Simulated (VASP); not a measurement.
# Nb in VASP: a series of runs, part 3 of 3

VASP 6.6.1. The steps go on from the part before.

## Step 6: Electric field gradients, PBE (equal xy, yz and zx shear strains of -2 %)

Input file INCAR:

```
PREC = Accurate
ENCUT = 520
EDIFF = 1E-8
ISMEAR = -1
SIGMA = 0.08
LREAL = False
LASPH = True
NELM = 60
ALGO = Normal
ISIF = 2
LWAVE = False
LCHARG = False
GGA = PE
LEFG = True
NBANDS = 12
```

Input file KPOINTS:

```
regular mesh
0
Gamma
  13 13 13
```

Input file POSCAR:

```
Nb
1.0
   -0.0423000000      2.0938500000      2.0938500000
    2.0938500000     -0.0423000000      2.0938500000
    2.0938500000      2.0938500000     -0.0423000000
Nb
1
Direct
    0.0000000000      0.0000000000      0.0000000000
```

Potentials or basis: VASP PAW PBE potentials, release 64 (Nb_sv).

The run is started by

```console
cat potpaw_PBE.64/Nb_sv/POTCAR > POTCAR
mpirun -np 1 vasp_std > vasp.out
```

OUTCAR:

```text
PREC = Accurate
   ENCUT = 520
   EDIFF = 1E-8
   ISMEAR = -1
   LREAL = False
   LASPH = True
   NELM = 60
   ISIF = 2
   GGA = PE

 ion  position               nearest neighbor table
   1  0.000  0.000  0.000-

  LATTYP: Found a trigonal (rhomboedric) cell.
 ALAT       =     2.9614531796
 COS(alpha) =     0.4797000918

  Lattice vectors:

 A1 = (  -0.0423000000,   2.0938500000,   2.0938500000)
 A2 = (   2.0938500000,  -0.0423000000,   2.0938500000)
 A3 = (   2.0938500000,   2.0938500000,  -0.0423000000)

Analysis of symmetry for initial positions (statically):
=====================================================================
 Subroutine PRICEL returns:
 Original cell was already a primitive cell.

 Routine SETGRP: Setting up the symmetry group for a
 trigonal (rhombohedral) supercell.

 Subroutine GETGRP returns: Found 12 space group operations
 (whereof 12 operations were pure point group operations)
 out of a pool of 12 trial point group operations.

The static configuration has the point symmetry D_3d.

Analysis of symmetry for dynamics (positions and initial velocities):
=====================================================================
 Subroutine PRICEL returns:
 Original cell was already a primitive cell.

 Routine SETGRP: Setting up the symmetry group for a
 trigonal (rhombohedral) supercell.

 Subroutine GETGRP returns: Found 12 space group operations
 (whereof 12 operations were pure point group operations)
 out of a pool of 12 trial point group operations.

The dynamic configuration has the point symmetry D_3d.

 Subroutine INISYM returns: Found 12 space group operations
 (whereof 12 operations are pure point group operations),
 and found     1 'primitive' translations

----------------------------------------------------------------------------------------

                                     Primitive cell

  volume of cell :      18.9160

  direct lattice vectors                    reciprocal lattice vectors
    -0.042300000  2.093850000  2.093850000    -0.231677532  0.236454388  0.236454388
     2.093850000 -0.042300000  2.093850000     0.236454388 -0.231677532  0.236454388
     2.093850000  2.093850000 -0.042300000     0.236454388  0.236454388 -0.231677532

  length of vectors
     2.961453180  2.961453180  2.961453180     0.406811792  0.406811792  0.406811792

  position of ions in fractional coordinates (direct lattice)
     0.000000000  0.000000000  0.000000000

  ion indices of the primitive-cell ions
   primitive index   ion index
                 1           1

----------------------------------------------------------------------------------------

 KPOINTS: regular mesh

Automatic generation of k-mesh.
 Grid dimensions read from file:
 generate k-points for:   13   13   13

 Generating k-lattice:

  Cartesian coordinates                     Fractional coordinates (reciprocal lattice)
    -0.017821349  0.018188799  0.018188799     0.076923077  0.000000000 -0.000000000
[... 61 lines left out ...]
   EDIFFG = 0.1E-06   stopping-criterion for IOM
   NSW    =      0    number of steps for IOM
   IBRION =     -1    ionic relax: 0-MD 1-quasi-New 2-CG
   NFREE  =      0    steps in history (QN), initial steepest desc. (CG)
   ISIF   =      2    stress and relaxation
   ISYM   =      2    0-nonsym 1-usesym 2-fastsym
   POTIM  = 0.5000    time-step for ionic-motion
   TEBEG  =    0.0;   TEEND  =   0.0 temperature during run
   PSTRESS=    0.0 pullay stress
   NELECT =      13.0000    total number of electrons
   NUPDOWN=      -1.0000    fix difference up-down
   EMIN   =  10.00;   EMAX   =-10.00  energy-range for DOS
   EFERMI =   0.00;   METHOD = LEGACY
   ISMEAR =    -1;   SIGMA  =   0.08  broadening in eV -4-tet -1-fermi 0-gaus
   EFERMI_NEDOS =   21; number of points for ismear=-14 and -15
   IALGO  =     38    algorithm
   IMIX   =      4    mixing-type and parameters
     AMIX     =   0.40;   BMIX     =  1.00
     AMIX_MAG =   1.60;   BMIX_MAG =  1.00
  volume/ion in A,a.u.               =      18.92       127.65
  Fermi-wavevector in a.u.,A,eV,Ry     =   1.444705  2.730097 28.397723  2.087174
  Thomas-Fermi vector in A             =   2.562970
   LORBIT       =      0    0 simple, 1 ext, 2 COOP (PROOUT), +10 PAW based schemes
   GGA     = PE    functional components
[... 5 lines left out ...]
 non-spin polarized calculation
  energy-cutoff  :      520.00
  volume of cell :       18.92
 maximum number of plane-waves:       531
 NGX is ok and might be reduce to    24
   NGX = 11   NGY = 11   NGZ = 11

 number of electron      13.0000000 magnetization

 Free energy of the ion-electron system (eV)
  ---------------------------------------------------
  ext. energy  EPLUGINS =         0.00000000
  ---------------------------------------------------
  free energy    TOTEN  =        -9.91116462 eV

  energy without entropy =       -9.87737903  energy(sigma->0) =       -9.89427182

 E-fermi :  10.8348     XC(G=0): -12.2507

 val. band max:       10.8276022788   @ k =   0.4615   0.0769   0.0769
 cond. band min:      10.8357250129   @ k =  -0.3846   0.0769   0.0769
 fundamental gap:      0.0081227341
 Fermi energy:        10.8347874242

 k-point     1 :       0.0000    0.0000    0.0000
  band No.  band energies     occupation
      1     -43.9426      2.00000
      2     -19.3683      2.00000
      3     -19.3683      2.00000
      4     -19.2920      2.00000
      5       4.6520      2.00000
      6      10.8034      1.19347
      7      10.8034      1.19347
      8      11.2800      0.00763
      9      13.5472      0.00000
     10      13.5472      0.00000
     11      22.6659      0.00000
     12      27.1863      0.00000
[... 331 lines left out ...]
 k-point    24 :       0.4615    0.1538    0.0000
  band No.  band energies     occupation
      1     -43.7550      2.00000
      2     -20.3632      2.00000
      3     -19.6218      2.00000
      4     -19.5233      2.00000
      5       7.6703      2.00000
      6       9.8027      2.00000
      7      10.7500      1.48535
      8      11.7506      0.00002
      9      15.5213      0.00000
     10      15.9456      0.00000
     11      21.4260      0.00000
     12      24.3313      0.00000

 [... further k-points ...]
[... 5 lines left out ...]
  --------------------------------------------------------------------------------------
  -------------------------------------------------------------------------------------
  Total       -0.1786639     -0.1786639     -0.1786639     -0.0748464     -0.0748464     -0.0748464
  in kB      -15.1327335    -15.1327335    -15.1327335     -6.3394508     -6.3394508     -6.3394508
  external PRESSURE =     -15.1327335 kB  Pullay stress =       0.0000000 kB

 VOLUME and BASIS-vectors are now :
 -----------------------------------------------------------------------------
  energy-cutoff  :      520.00
  volume of cell :       18.92
      direct lattice vectors                 reciprocal lattice vectors
    -0.042300000  2.093850000  2.093850000    -0.231677532  0.236454388  0.236454388
     2.093850000 -0.042300000  2.093850000     0.236454388 -0.231677532  0.236454388
     2.093850000  2.093850000 -0.042300000     0.236454388  0.236454388 -0.231677532

 POSITION                                       TOTAL-FORCE (eV/Angst)
 -----------------------------------------------------------------------------------
      0.00000      0.00000      0.00000        -0.000000      0.000000      0.000000
 -----------------------------------------------------------------------------------
    total drift:                                0.000000      0.000000     -0.000000

  FREE ENERGIE OF THE ION-ELECTRON SYSTEM (eV)
  ---------------------------------------------------
  free  energy   TOTEN  =        -9.9111646155 eV

  energy  without entropy=       -9.8773790341  energy(sigma->0) =       -9.89427182

 Electric field gradients (V/A^2)
---------------------------------------------------------------------
 ion       V_xx      V_yy      V_zz      V_xy      V_xz      V_yz
---------------------------------------------------------------------
   1      -0.000    -0.000    -0.000     2.463     2.463     2.463
---------------------------------------------------------------------

 Electric field gradients after diagonalization (V/A^2)
 (convention: |V_zz| > |V_xx| > |V_yy|)
----------------------------------------------------------------------
 ion       V_xx      V_yy      V_zz     asymmetry (V_yy - V_xx)/ V_zz
----------------------------------------------------------------------
   1      -2.463    -2.463     4.925       0.000
----------------------------------------------------------------------

           NMR quadrupolar parameters

 Cq : quadrupolar parameter    Cq=e*Q*V_zz/h
 eta: asymmetry parameters     (V_yy - V_xx)/ V_zz
 Q  : nuclear electric quadrupole moment in mb (millibarn)
----------------------------------------------------------------------
 ion       Cq(MHz)       eta       Q (mb)
----------------------------------------------------------------------
   1       0.012       0.000       1.000
----------------------------------------------------------------------
```

OSZICAR:

```text
N       E                     dE             d eps       ncg     rms          rms(c)
DAV:   1     0.114653417448E+03    0.11465E+03   -0.72424E+03  5584   0.107E+03
DAV:   2    -0.571055472965E+01   -0.12036E+03   -0.11629E+03  6032   0.386E+02
DAV:   3    -0.100823553141E+02   -0.43718E+01   -0.41849E+01  7988   0.643E+01
DAV:   4    -0.103694477002E+02   -0.28709E+00   -0.28483E+00  7784   0.150E+01
DAV:   5    -0.103803333738E+02   -0.10886E-01   -0.10869E-01  8144   0.246E+00    0.657E+00
DAV:   6    -0.995743870749E+01    0.42289E+00   -0.66552E-01  8848   0.101E+01    0.232E+00
DAV:   7    -0.990658468146E+01    0.50854E-01   -0.20142E-01  9132   0.553E+00    0.101E+00
DAV:   8    -0.991109768422E+01   -0.45130E-02   -0.12844E-02  6644   0.149E+00    0.417E-02
DAV:   9    -0.991115165977E+01   -0.53976E-04   -0.90600E-04  9380   0.312E-01    0.411E-02
DAV:  10    -0.991117016813E+01   -0.18508E-04   -0.18745E-05  6748   0.605E-02    0.131E-02
DAV:  11    -0.991116515860E+01    0.50095E-05   -0.39945E-06  7352   0.328E-02    0.412E-03
DAV:  12    -0.991116476544E+01    0.39316E-06   -0.58203E-07  9104   0.121E-02    0.946E-04
DAV:  13    -0.991116462378E+01    0.14166E-06   -0.10074E-08  5888   0.120E-03    0.346E-04
DAV:  14    -0.991116461545E+01    0.83292E-08   -0.42351E-09  4140   0.120E-03
   1 F= -.99111646E+01 E0= -.98942718E+01  d E =-.337856E-01
```

It took 17 s on 1 thread of Intel Xeon 6975P-C (Granite Rapids), shared host; peak memory 0.17 GiB.

What came out:

* Free energy: -9.9112 eV
* Pressure: -1.5 GPa

Stress tensor (GPa, compression positive):
```
-1.51 -0.63 -0.63
-0.63 -1.51 -0.63
-0.63 -0.63 -1.51
```

Electric field gradients, principal values (V/Å²):
```
atom   least  middle  greatest (by size)
1 Nb  -2.463  -2.463               4.925
```

Caveat: the cell differs from its parent crystal (equal xy, yz and zx shear strains of -2 %); without QUAD_EFG the Cq values of the log hold for a quadrupole moment of 1 mb, not for the nuclei.

## Step 7: Summary

```csv
cell,gap on the mesh (eV),pressure (GPa)
"a = 2.984, b = 2.984, c = 3.006 Å, angles 59.8, 59.8, 60.5°, 1 atom",none,-1.5
"a = 2.991, b = 2.991, c = 2.976 Å, angles 60.2, 60.2, 60.3°, 1 atom",none,-1.4
"a = 2.961 Å, angles 61.3°, 1 atom",none,-1.5
```

Alike in all rows: task electric field gradients; level PBE; potentials or basis VASP PAW PBE potentials, release 64 (Nb_sv); no spin polarisation; k mesh 13 × 13 × 13; cutoff (eV) 520; smearing fermi-dirac 0.08 eV.

Total energies depend on the potentials used, so only differences within one code and one set of settings carry meaning.
